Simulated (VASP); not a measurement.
Input of a VASP 6.6.1 run:

File INCAR:

```
SYSTEM = B2P3
PREC = Accurate
ENCUT = 520
EDIFF = 1E-7
ISMEAR = 0
SIGMA = 0.1
LREAL = .FALSE.
LASPH = .TRUE.
NELM = 100
ALGO = Normal
ISIF = 2
LWAVE = .FALSE.
LCHARG = .FALSE.
GGA = PE
NBANDS = 18
```

The input KPOINTS:

```
Automatic mesh
0
G
  6 6 4
  0 0 0
```

The input POSCAR:

```
B2P3
1.0
    2.3875914100     -2.6539248000      0.0000000000
    2.3875914100      2.6539248000      0.0000000000
    0.0000000000      0.0000000000      5.9341119500
B P
2 3
Direct
    0.0000000000      0.0000000000      0.3166697300
    0.0000000000      0.0000000000      0.6833302700
    0.0000000000      0.0000000000      0.0000000000
    0.0000000000      0.5000000000      0.0000000000
    0.5000000000      0.0000000000      0.0000000000
```

Potentials or basis: VASP PAW PBE potentials, release 64 (B, P).

The run is started by

```sh
$ cat potpaw_PBE.64/B/POTCAR potpaw_PBE.64/P/POTCAR > POTCAR
$ mpirun -np 1 vasp_std > vasp.out
```

Estimate the largest force.

3.821 eV/Å.

Predict the pressure.

58.9 GPa.

Stress tensor (GPa, compression positive):
```
 83.25   0.00   0.00
  0.00 103.60   0.00
  0.00   0.00 -10.05
```

Caveat: forces of over 1 eV/Å act on the atoms, so gaps and moduli don't describe the material at rest.
